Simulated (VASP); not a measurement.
Set up this calculation in VASP 6.6.1, as the native input.

```
Task                   : single point
Functional             : PBE
Potentials or basis    : VASP PAW PBE potentials, release 64 (Si, C)
Cutoff                 : 600 eV
k mesh                 : 10 × 10 × 10
Occupations            : gaussian, width 0.02 eV
Spin                   : no spin polarisation
Dipole correction      : no
Further INCAR settings : ALGO = Normal; EDIFF = 1e-06; NBANDS = 11
```

The structure of SiC lies in POSCAR:

```
SiC
1.0
    0.0000000000      2.1451683095      2.1451683095
    2.1451683095      0.0000000000      2.1451683095
    2.1451683095      2.1451683095      0.0000000000
Si C
1 1
Direct
    0.0000000000      0.0000000000      0.0000000000
    0.2500000000      0.2500000000      0.2500000000
```

These files were run (other wordings do the same):

INCAR

```
PREC = Accurate
ENCUT = 600
EDIFF = 1E-6
ISMEAR = 0
SIGMA = 0.02
LREAL = False
LASPH = True
NELM = 120
ALGO = Normal
ISIF = 2
LWAVE = False
LCHARG = False
GGA = PE
NBANDS = 11
GGA_COMPAT = False
```

KPOINTS

```
Automatic mesh
0
Gamma
  10 10 10
```

Potentials or basis: VASP PAW PBE potentials, release 64 (Si, C).

Launch:

```sh
$ cat potpaw_PBE.64/Si/POTCAR potpaw_PBE.64/C/POTCAR > POTCAR
$ mpirun -np 1 vasp_std > vasp.out
```

It gave:

The pressure is 14.6 GPa and the band gap on the k mesh is 1.31 eV (least direct gap 4.59 eV).

Caveat: the cell stands under pressure.

It took 5 s on 1 thread of Intel(R) Xeon(R) Platinum 8488C (Sapphire Rapids) (shared host), peak memory 0.13 GiB.
